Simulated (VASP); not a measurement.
# BeAl2Sn2 in VASP: single point with r2SCAN

Aim: the single point of BeAl2Sn2 with r2SCAN.

Program: VASP 6.6.1. These are calculated values, not measurements. Logs are shortened: lines on timing, memory, paths and dates and some standing lists are left out, and cuts for length are marked.

## 1. The cell of the first run

The typed cell holds 5 atoms: a = 4.175 Å, b = 4.175 Å, c = 6.682 Å, α = 90.00°, β = 90.00°, γ = 60.00°.

## 2. Single point, r2SCAN

POSCAR reads:

```
BeAl2Sn2
1.0
    2.0877440000      3.6160760000      0.0000000000
   -2.0877440000      3.6160760000      0.0000000000
    0.0000000000      0.0000000000      6.6823450000
Sn Al Be
2 2 1
Direct
    0.3333000000      0.3334000000      0.2654500000
    0.6667000000      0.6666000000      0.7345500000
    0.3333000000      0.3334000000      0.6423000000
    0.6667000000      0.6666000000      0.3577000000
    0.0000000000      0.0000000000      0.0000000000
```

INCAR.step1 reads:

```
SYSTEM = BeAl2Sn2
ALGO = Normal ; EDIFF = 1E-4
ENCUT = 520 ; GGA = PE
ISMEAR = -1 ; LASPH = .True.
LCHARG = .False. ; LREAL = .False.
LWAVE = .True. ; NBANDS = 26
NELM = 60 ; PREC = Accurate
SIGMA = 0.1
```

INCAR.step2 reads:

```
SYSTEM = BeAl2Sn2
ALGO = Normal ; EDIFF = 1E-7
ENCUT = 520 ; ISIF = 2
ISMEAR = -1 ; ISTART = 1
LASPH = .True. ; LCHARG = .False.
LMIXTAU = .True. ; LREAL = .False.
LWAVE = .False. ; METAGGA = R2SCAN
NBANDS = 26 ; NELM = 60
PREC = Accurate ; SIGMA = 0.1
```

KPOINTS reads:

```
k-points
0
Gamma
  9 9 5
  0 0 0
```

Potentials or basis: VASP PAW PBE potentials, release 64 (Sn_d, Al, Be).

Started as:

```
$ cat potpaw_PBE.64/Sn_d/POTCAR potpaw_PBE.64/Al/POTCAR potpaw_PBE.64/Be/POTCAR > POTCAR
$ cp INCAR.step1 INCAR
$ mpirun -np 1 vasp_std > vasp.out
$ cp INCAR.step2 INCAR
$ mpirun -np 1 vasp_std > vasp.out
```

OUTCAR:

```text
SYSTEM = BeAl2Sn2
   EDIFF = 1E-7
   ENCUT = 520
   ISIF = 2
   ISMEAR = -1
   ISTART = 1
   LASPH = .True.
   LREAL = .False.
   METAGGA = R2SCAN
   NELM = 60
   PREC = Accurate

 ion  position               nearest neighbor table
   1  0.333  0.333  0.265-   4 2.49   4 2.49   4 2.49   3 2.52   5 2.99   5 2.99   5 2.99
   2  0.667  0.667  0.735-   3 2.49   3 2.49   3 2.49   4 2.52   5 2.99   5 2.99   5 2.99
   3  0.333  0.333  0.642-   2 2.49   2 2.49   2 2.49   1 2.52   4 3.07   4 3.07   4 3.07
   4  0.667  0.667  0.358-   1 2.49   1 2.49   1 2.49   2 2.52   3 3.07   3 3.07   3 3.07
   5  0.000  0.000  0.000-   2 2.99   1 2.99   2 2.99   1 2.99   2 2.99   1 2.99

  LATTYP: Found a hexagonal cell.
 ALAT       =     4.1754856780
 C/A-ratio  =     1.6003755049

  Lattice vectors:

 A1 = (   2.0877440000,  -3.6160760000,   0.0000000000)
 A2 = (   2.0877440000,   3.6160760000,   0.0000000000)
 A3 = (   0.0000000000,   0.0000000000,   6.6823450000)

Analysis of symmetry for initial positions (statically):
=====================================================================
 Subroutine PRICEL returns:
 Original cell was already a primitive cell.

 Routine SETGRP: Setting up the symmetry group for a
 hexagonal supercell.

 Subroutine GETGRP returns: Found  4 space group operations
 (whereof  4 operations were pure point group operations)
 out of a pool of 24 trial point group operations.

The static configuration has the point symmetry C_2h.

Analysis of symmetry for dynamics (positions and initial velocities):
=====================================================================
 Subroutine PRICEL returns:
 Original cell was already a primitive cell.

 Routine SETGRP: Setting up the symmetry group for a
 hexagonal supercell.

 Subroutine GETGRP returns: Found  4 space group operations
 (whereof  4 operations were pure point group operations)
 out of a pool of 24 trial point group operations.

The dynamic configuration has the point symmetry C_2h.

 Subroutine INISYM returns: Found  4 space group operations
 (whereof  4 operations are pure point group operations),
 and found     1 'primitive' translations

----------------------------------------------------------------------------------------

                                     Primitive cell

  volume of cell :     100.8959

  direct lattice vectors                    reciprocal lattice vectors
     2.087744000  3.616076000  0.000000000     0.239492965  0.138271430  0.000000000
    -2.087744000  3.616076000  0.000000000    -0.239492965  0.138271430  0.000000000
     0.000000000  0.000000000  6.682345000     0.000000000  0.000000000  0.149648065

  length of vectors
     4.175485678  4.175485678  6.682345000     0.276542706  0.276542706  0.149648065

  position of ions in fractional coordinates (direct lattice)
     0.333300000  0.333400000  0.265450000
     0.666700000  0.666600000  0.734550000
     0.333300000  0.333400000  0.642300000
     0.666700000  0.666600000  0.357700000
     0.000000000  0.000000000  0.000000000

  ion indices of the primitive-cell ions
   primitive index   ion index
                 1           1
                 2           2
                 3           3
                 4           4
                 5           5

----------------------------------------------------------------------------------------

 KPOINTS: k-points

Automatic generation of k-mesh.
 Grid dimensions read from file:
 generate k-points for:    9    9    5

 Generating k-lattice:

  Cartesian coordinates                     Fractional coordinates (reciprocal lattice)
     0.026610329  0.015363492  0.000000000     0.111111111  0.000000000  0.000000000
    -0.026610329  0.015363492  0.000000000     0.000000000  0.111111111  0.000000000
     0.000000000  0.000000000  0.029929613     0.000000000  0.000000000  0.200000000

  Length of vectors
     0.030726967  0.030726967  0.029929613

  Shift w.r.t. Gamma in fractional coordinates (k-lattice)
     0.000000000  0.000000000  0.000000000

 Subroutine IBZKPT returns following result:
 ===========================================

 Found    115 irreducible k-points:

 Following reciprocal coordinates:
            Coordinates               Weight
  0.000000  0.000000  0.000000      1.000000
  0.111111  0.000000  0.000000      4.000000
  0.000000  0.111111  0.000000      2.000000
  0.222222  0.000000  0.000000      4.000000
  0.000000  0.222222  0.000000      2.000000
  0.333333  0.000000  0.000000      4.000000
[... 16 lines left out ...]
  0.333333 -0.444444  0.000000      4.000000
 -0.222222  0.333333  0.000000      4.000000
 [... further k-points ...]
   k-points           NKPTS =    115   k-points in BZ     NKDIM =    115   number of bands    NBANDS=     26
   number of dos      NEDOS =    301   number of ions     NIONS =      5
   total plane-waves  NPLWV =  51200
   dimension x,y,z NGX =    32 NGY =   32 NGZ =   50
   dimension x,y,z NGXF=    64 NGYF=   64 NGZF=  100
   ions per type =               2   2   1
   NGX,Y,Z   is equivalent  to a cutoff of  12.74, 12.74, 12.44 a.u.
   NGXF,Y,Z  is equivalent  to a cutoff of  25.48, 25.48, 24.88 a.u.
 SYSTEM =  BeAl2Sn2
   PREC   = accura    normal or accurate (medium, high low for compatibility)
   ISTART =      1    job   : 0-new  1-cont  2-samecut
   ICHARG =      0    charge: 1-file 2-atom 10-const
   ISPIN  =      1    spin polarized calculation?
   LNONCOLLINEAR =      F non collinear calculations
   LSORBIT =      F    spin-orbit coupling
   LASPH  =      T    aspherical Exc in radial PAW
   ENCUT  =  520.0 eV  38.22 Ry    6.18 a.u.   7.76  7.76 12.42*2*pi/ulx,y,z
   NELM   =     60;   NELMIN=  2; NELMDL=  0     # of ELM steps
   EDIFF  = 0.1E-06   stopping-criterion for ELM
   LREAL  =      F    real-space projection
   EDIFFG = 0.1E-05   stopping-criterion for IOM
   NSW    =      0    number of steps for IOM
   IBRION =     -1    ionic relax: 0-MD 1-quasi-New 2-CG
   NFREE  =      0    steps in history (QN), initial steepest desc. (CG)
   ISIF   =      2    stress and relaxation
   ISYM   =      2    0-nonsym 1-usesym 2-fastsym
   POTIM  = 0.5000    time-step for ionic-motion
   TEBEG  =    0.0;   TEEND  =   0.0 temperature during run
   PSTRESS=    0.0 pullay stress
   NELECT =      36.0000    total number of electrons
   NUPDOWN=      -1.0000    fix difference up-down
   EMIN   =  10.00;   EMAX   =-10.00  energy-range for DOS
   EFERMI =   0.00;   METHOD = LEGACY
   ISMEAR =    -1;   SIGMA  =   0.10  broadening in eV -4-tet -1-fermi 0-gaus
   EFERMI_NEDOS =   21; number of points for ismear=-14 and -15
   IALGO  =     38    algorithm
   IMIX   =      4    mixing-type and parameters
     AMIX     =   0.40;   BMIX     =  1.00
     AMIX_MAG =   1.60;   BMIX_MAG =  1.00
  volume/ion in A,a.u.               =      20.18       136.18
  Fermi-wavevector in a.u.,A,eV,Ry     =   1.161140  2.194236 18.343989  1.348245
  Thomas-Fermi vector in A             =   2.297715
   LORBIT       =      0    0 simple, 1 ext, 2 COOP (PROOUT), +10 PAW based schemes
   METAGGA = R2SCAN    functional components
   LHFCALC =     F    Hartree Fock is set to
   AEXX    =    0.0000 exact exchange contribution
   IVDW    =     0    specifies the selected vdW correction
   LEPSILON=     F    determine dielectric tensor
   LRPA    =     F    only Hartree local field effects (RPA)
 non-spin polarized calculation
  energy-cutoff  :      520.00
  volume of cell :      100.90
 maximum number of plane-waves:      2749
   NGX = 15   NGY = 15   NGZ = 25

 number of electron      35.9999988 magnetization

 Free energy of the ion-electron system (eV)
  ---------------------------------------------------
  ext. energy  EPLUGINS =         0.00000000
  ---------------------------------------------------
  free energy    TOTEN  =       -63.14419949 eV

  energy without entropy =      -63.10537592  energy(sigma->0) =      -63.12478770

 E-fermi :   7.4534     XC(G=0): -10.6154

 val. band max:        7.4435495894   @ k =   0.1111   0.1111   0.2000
 cond. band min:       7.4739260610   @ k =   0.4444   0.0000   0.4000
 fundamental gap:      0.0303764715
 Fermi energy:         7.4534476529

 k-point     1 :       0.0000    0.0000    0.0000
  band No.  band energies     occupation
      1     -14.6831      2.00000
      2     -14.6802      2.00000
      3     -14.6636      2.00000
      4     -14.6634      2.00000
      5     -14.6467      2.00000
      6     -14.6466      2.00000
[... 18 lines left out ...]
     25      11.8801      0.00000
     26      12.1233      0.00000

 k-point     2 :       0.1111    0.0000    0.0000
  band No.  band energies     occupation
      1     -14.6836      2.00000
      2     -14.6788      2.00000
      3     -14.6616      2.00000
      4     -14.6614      2.00000
      5     -14.6472      2.00000
      6     -14.6435      2.00000
[... 18 lines left out ...]
     25      11.5972      0.00000
     26      12.3501      0.00000

 k-point     3 :       0.0000    0.1111    0.0000
  band No.  band energies     occupation
      1     -14.6836      2.00000
      2     -14.6788      2.00000
      3     -14.6617      2.00000
      4     -14.6613      2.00000
      5     -14.6472      2.00000
      6     -14.6435      2.00000
[... 18 lines left out ...]
     25      11.5963      0.00000
     26      12.3495      0.00000

 k-point     4 :       0.2222    0.0000    0.0000
  band No.  band energies     occupation
      1     -14.6862      2.00000
      2     -14.6751      2.00000
      3     -14.6571      2.00000
      4     -14.6562      2.00000
      5     -14.6478      2.00000
      6     -14.6357      2.00000
[... 18 lines left out ...]
     25      11.9303      0.00000
     26      12.2433      0.00000
[... 496 lines left out ...]
      1     -14.6828      2.00000
      2     -14.6723      2.00000
      3     -14.6561      2.00000
      4     -14.6451      2.00000
      5     -14.6388      2.00000
      6     -14.6269      2.00000
[... 18 lines left out ...]
     25      13.3235      0.00000
     26      14.1116      0.00000

 k-point    23 :       0.3333   -0.4444    0.0000
  band No.  band energies     occupation
      1     -14.6828      2.00000
      2     -14.6723      2.00000
      3     -14.6561      2.00000
      4     -14.6451      2.00000
      5     -14.6388      2.00000
      6     -14.6269      2.00000
[... 18 lines left out ...]
     25      13.3232      0.00000
     26      14.1123      0.00000

 k-point    24 :      -0.2222    0.3333    0.0000
  band No.  band energies     occupation
      1     -14.6829      2.00000
      2     -14.6722      2.00000
      3     -14.6562      2.00000
      4     -14.6452      2.00000
      5     -14.6387      2.00000
      6     -14.6270      2.00000
[... 18 lines left out ...]
     25      13.3232      0.00000
     26      14.1127      0.00000

 [... further k-points ...]
[... 5 lines left out ...]
  --------------------------------------------------------------------------------------
  -------------------------------------------------------------------------------------
  Total        9.0194387      9.0353499      9.4572331      0.0137911      0.0034862     -0.0060381
  in kB      143.2242012    143.4768635    150.1761593      0.2189961      0.0553584     -0.0958825
  external PRESSURE =     145.6257413 kB  Pullay stress =       0.0000000 kB

 VOLUME and BASIS-vectors are now :
 -----------------------------------------------------------------------------
  energy-cutoff  :      520.00
  volume of cell :      100.90
      direct lattice vectors                 reciprocal lattice vectors
     2.087744000  3.616076000  0.000000000     0.239492965  0.138271430  0.000000000
    -2.087744000  3.616076000  0.000000000    -0.239492965  0.138271430  0.000000000
     0.000000000  0.000000000  6.682345000     0.000000000  0.000000000  0.149648065

 POSITION                                       TOTAL-FORCE (eV/Angst)
 -----------------------------------------------------------------------------------
     -0.00021      2.41084      1.77383         0.004894     -0.002826     -4.020134
      0.00021      4.82131      4.90852        -0.004894      0.002826      4.020134
     -0.00021      2.41084      4.29207         0.005061     -0.002922      0.752299
      0.00021      4.82131      2.39027        -0.005061      0.002922     -0.752299
      0.00000      0.00000      0.00000         0.000000      0.000000      0.000000
 -----------------------------------------------------------------------------------
    total drift:                                0.000000     -0.000000     -0.000000

  FREE ENERGIE OF THE ION-ELECTRON SYSTEM (eV)
  ---------------------------------------------------
  free  energy   TOTEN  =       -63.1441994890 eV

  energy  without entropy=      -63.1053759152  energy(sigma->0) =      -63.12478770
```

It took 9.8 min on 1 thread of Intel Xeon Platinum 8488C (Sapphire Rapids), shared host; peak memory 0.43 GiB.

What came out:

- Free energy: -63.1442 eV
- Pressure: 14.6 GPa
- Largest force: 4.020 eV/Å
- Band gap on the k mesh: zero (bands 18 and 19 overlap by 1.66 eV)

Forces in eV/Å, atoms in the order of the input:
```
Sn   0.005 -0.003 -4.020
Sn  -0.005  0.003  4.020
Al   0.005 -0.003  0.752
Al  -0.005  0.003 -0.752
Be   0.000  0.000  0.000
```

Levels at points of the mesh, in eV from the Fermi level:
```
           k point  band 15  band 16  band 17  band 18  band 19  band 20  band 21  band 22
(0.00, 0.00, 0.00)    -1.62    -0.12     0.35     0.35     1.90     2.00     2.00     2.83
```

Caveat: the cell stands under pressure; the PAW data sets were made with another functional, which shifts forces and pressure a little; spin-orbit coupling is left out, which moves the levels of the heavy elements.
